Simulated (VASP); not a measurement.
Here is a VASP 6.6.1 calculation.

Contents of INCAR:

```
PREC = Accurate ; ENCUT = 500
EDIFF = 1E-6 ; ISMEAR = 0
SIGMA = 0.01 ; LREAL = False
LASPH = True ; NELM = 120
ALGO = Normal ; ISIF = 2
LWAVE = False ; LCHARG = False
GGA = PE ; NBANDS = 15
GGA_COMPAT = False
```

File KPOINTS:

```
Automatic mesh
0
Gamma
  4 4 4
```

POSCAR

```
RbCl
1.0
    0.0000000000      3.2496863317      3.2496863317
    3.2496863317      0.0000000000      3.2496863317
    3.2496863317      3.2496863317      0.0000000000
Rb Cl
1 1
Direct
    0.0000000000      0.0000000000      0.0000000000
    0.5000000000      0.5000000000      0.5000000000
```

Potentials or basis: VASP PAW PBE potentials, release 64 (Rb_sv, Cl).

Command:

```bash
$ cat potpaw_PBE.64/Rb_sv/POTCAR potpaw_PBE.64/Cl/POTCAR > POTCAR
$ mpirun -np 1 vasp_std > vasp.out
```

**Question.** Estimate the band gap on the k mesh.

**Answer.** 5.12 eV, direct.

**Question.** Estimate the pressure.

**Answer.** 1.6 GPa.
